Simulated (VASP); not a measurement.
A run of VASP 6.6.1 is set up as follows.

The input INCAR:

```
  ALGO = Normal
  EDIFF = 1E-7
  EDIFFG = -0.002
  ENCUT = 500
  GGA = PS
  GGA_COMPAT = F
  IBRION = 2
  ISIF = 3
  ISMEAR = 0
  LASPH = T
  LCHARG = F
  LREAL = F
  LWAVE = F
  NELM = 120
  NELMIN = 4
  NSW = 100
  PREC = Accurate
  PSTRESS = 70.0
  SIGMA = 0.01
```

Contents of KPOINTS:

```
k-points
0
Gamma
  6 6 6
```

File POSCAR:

```
K2S
1.0
    0.0000000000      3.6679105814      3.6679105814
    3.6679105814      0.0000000000      3.6679105814
    3.6679105814      3.6679105814      0.0000000000
K S
2 1
Direct
    0.2500000000      0.2500000000      0.2500000000
    0.7500000000      0.7500000000      0.7500000000
    0.0000000000      0.0000000000      0.0000000000
```

Potentials or basis: VASP PAW PBE potentials, release 64 (K_sv, S).

Command:

```bash
$ cat potpaw_PBE.64/K_sv/POTCAR potpaw_PBE.64/S/POTCAR > POTCAR
$ mpirun -np 1 vasp_std > vasp.out
```

Question: Estimate the band gap on the k mesh.

Answer: 2.86 eV (least direct gap 3.35 eV).

Question: Estimate the relaxed volume.

Answer: 26.60 Å³/atom.

Question: Predict the relaxed cell.

Answer: a = 4.833 Å, b = 4.833 Å, c = 4.833 Å, α = 60.00°, β = 60.00°, γ = 60.00°.

Step by step:
| step | energy change (eV) | largest force (eV/Å) | pressure (GPa) | volume (Å³) |
| --- | --- | --- | --- | --- |
| 1 | 0.0000 | 0.0000 | 0.06 | 98.69 |
| 2 | 0.3494 | 0.0000 | 7.07 | 79.70 |
| 3 | 0.3448 | 0.0000 | 7.00 | 79.80 |

Caveat: the cell is relaxed towards a set pressure, so the run minimises the enthalpy, not the energy; the volume moved by over 15 % at a fixed basis, so the end points are rough; the PAW data sets were made with another functional, which shifts forces and pressure a little. A k mesh can miss the band edges.
